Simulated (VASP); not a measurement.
Write the native input for VASP 6.6.1 that does the following.

| Property | Result |
| --- | --- |
| Task | single point |
| Functional | PBEsol |
| Potentials or basis | VASP PAW PBE potentials, release 64 (W_sv, C) |
| Cutoff | 520 eV |
| k mesh | 18 × 18 × 18 |
| Occupations | gaussian, width 0.15 eV |
| Spin | no spin polarisation |
| Dipole correction | no |
| Further INCAR settings | ALGO = Normal; EDIFF = 1e-07; NBANDS = 16 |

The structure of WC lies in POSCAR:

```
WC
1.0
    0.0000000000      2.2803913600      2.0172692800
    2.2803913600      0.0000000000      2.0172692800
    2.2803913600      2.2803913600      0.0000000000
W C
1 1
Direct
    0.0000000000      0.0000000000      0.0000000000
    0.5000000000      0.5000000000      0.5000000000
```

This cell differs from its parent crystal: strain +0.040 along x and y, -0.080 along z.

These files were run (other wordings do the same):

INCAR

```
ALGO = Normal
EDIFF = 1E-7
ENCUT = 520
GGA = PS
ISIF = 2
ISMEAR = 0
LASPH = True
LCHARG = False
LREAL = False
LWAVE = False
NBANDS = 16
NELM = 80
PREC = Accurate
SIGMA = 0.15
```

KPOINTS

```
k-points
0
Gamma
  18 18 18
```

Potentials or basis: VASP PAW PBE potentials, release 64 (W_sv, C).

Command:

```console
$ cat potpaw_PBE.64/W_sv/POTCAR potpaw_PBE.64/C/POTCAR > POTCAR
$ mpirun -np 1 vasp_std > vasp.out
```

Results of the run:

```
Pressure               : 5.1 GPa
Band gap on the k mesh : zero (band 9 reaches 13.82 eV, above the bottom of band 10 at 10.46 eV)
```

Caveat: the cell differs from its parent crystal (strain +0.040 along x and y, -0.080 along z); the PAW data sets were made with another functional, which shifts forces and pressure a little; spin-orbit coupling is left out, which moves the levels of the heavy elements.

Wall time 77 s on 1 thread of Intel Xeon 6975P-C, with other jobs on the host, peak memory 0.27 GiB.
